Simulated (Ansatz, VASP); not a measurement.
# One calculation of Si, two programs

Contents of INCAR:

```
SYSTEM = Si
  PREC = Accurate
  ENCUT = 500
  EDIFF = 1E-6
  ISMEAR = 0
  SIGMA = 0.02
  LREAL = .False.
  LASPH = .True.
  NELM = 120
  ALGO = Normal
  ISIF = 2
  LWAVE = .False.
  LCHARG = .False.
  GGA = PE
  NBANDS = 11
  GGA_COMPAT = .False.
```

The input KPOINTS:

```
regular mesh
0
Gamma
  8 8 8
  0 0 0
```

The input POSCAR:

```
Si
1.0
    0.0000000000      2.6501673198      2.6501673198
    2.6501673198      0.0000000000      2.6501673198
    2.6501673198      2.6501673198      0.0000000000
Si
2
Direct
    0.7500000000      0.7500000000      0.7500000000
    0.5000000000      0.5000000000      0.5000000000
```

Input for Ansatz:

```yaml
crystal:
  lattice:
    - [0.0, 2.6501673198, 2.6501673198]
    - [2.6501673198, 0.0, 2.6501673198]
    - [2.6501673198, 2.6501673198, 0.0]
  atoms:
    - { symbol: Si, position: [0.75, 0.75, 0.75] }
    - { symbol: Si, position: [0.5, 0.5, 0.5] }
basis: {}
kpoints:
  mp_grid: { grid: [8, 8, 8] }
hamiltonian:
  xc: pbe
  pseudopotentials: { kind: all_electron, lapw: {} }
scf:
  occupations: { method: gaussian, width: 0.02 }
output:
  forces: true
  stress: true
  eigenvalues: true
```

Alike in both runs: task single point; functional PBE; k mesh 8 × 8 × 8; occupations gaussian, width 0.02 eV; no spin polarisation.

|  | VASP | Ansatz |
| --- | --- | --- |
| version | VASP 6.6.1 | Ansatz 0.2.0 |
| potentials or method | VASP PAW PBE potentials, release 64 (Si), cutoff 500 eV | scalar-relativistic, all-electron LAPW |

|  | VASP | Ansatz | Ansatz less VASP |
| --- | --- | --- | --- |
| gap on the k mesh at the Fermi level (eV) | 0.49 | 0.49 | 0.000 |
| least direct gap on the mesh (eV) | 2.59 | 2.59 | -0.005 |
| pressure (GPa) | 10.2 | 10.2 | +0.02 |

Ansatz ran all-electron here, and VASP with PAW potentials.
